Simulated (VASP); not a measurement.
Here is a VASP 6.6.1 calculation.

INCAR

```
  PREC = Accurate
  ENCUT = 600
  EDIFF = 1E-6
  ISMEAR = 0
  SIGMA = 0.1
  LREAL = False
  LASPH = True
  NELM = 80
  ALGO = Fast
  ISIF = 3
  LWAVE = False
  LCHARG = False
  GGA = CA
  IBRION = 2
  NSW = 70
  EDIFFG = -0.005
```

KPOINTS

```
Automatic mesh
0
Gamma
  15 15 8
```

POSCAR

```
Zr
1.0
    3.2327898639      0.0000000000      0.0000000000
   -1.6163949319      2.7996781472      0.0000000000
    0.0000000000      0.0000000000      5.1691199241
Zr
2
Direct
    0.3333333333      0.6666666667      0.2500000000
    0.6666666667      0.3333333333      0.7500000000
```

Potentials or basis: VASP PAW LDA potentials, release 64 (Zr_sv).

Command:

```bash
$ cat potpaw_LDA.64/Zr_sv/POTCAR > POTCAR
$ mpirun -np 1 vasp_std > vasp.out
```

(1) Estimate the relaxed cell.

(2) What does it give for the band gap on the k mesh?

(3) What does it give for the relaxed volume?

## Answers

(1) a = 3.143 Å, b = 3.143 Å, c = 5.095 Å, α = 90.00°, β = 90.00°, γ = 120.00°.

(2) zero (bands 12 and 13 overlap by 1.35 eV).

(3) 21.79 Å³/atom.
